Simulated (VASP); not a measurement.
A run of VASP 6.6.1:

Contents of INCAR:

```
PREC = Accurate ; ENCUT = 520
EDIFF = 1E-6 ; ISMEAR = 0
SIGMA = 0.1 ; LREAL = F
LASPH = T ; NELM = 60
ALGO = Normal ; ISIF = 2
LWAVE = F ; LCHARG = F
GGA = PE ; NBANDS = 26
```

The input KPOINTS:

```
Automatic mesh
0
Gamma
  4 4 4
```

Contents of POSCAR:

```
GaTe3S
1.0
    5.2603901900      0.0000000000      0.0000000000
    0.0000000000      5.2603901900      0.0000000000
    0.0000000000      0.0000000000      5.2603901900
Ga Te S
1 3 1
Direct
    0.0000000000      0.0000000000      0.0000000000
    0.0000000000      0.5000000000      0.5000000000
    0.5000000000      0.0000000000      0.5000000000
    0.5000000000      0.5000000000      0.0000000000
    0.5000000000      0.5000000000      0.5000000000
```

Potentials or basis: VASP PAW PBE potentials, release 64 (Ga_d, Te, S).

Launch:

```bash
$ cat potpaw_PBE.64/Ga_d/POTCAR potpaw_PBE.64/Te/POTCAR potpaw_PBE.64/S/POTCAR > POTCAR
$ mpirun -np 1 vasp_std > vasp.out
```

Hardware: 1 thread of Intel(R) Xeon(R) 6975P-C (Granite Rapids) (shared host).

**Question.** Estimate the wall time of this run.

**Answer.** Wall time 20 s on 1 thread of Intel(R) Xeon(R) 6975P-C (Granite Rapids), on a shared host, peak memory 0.25 GiB. Counts: scf iterations 13, k points 10.
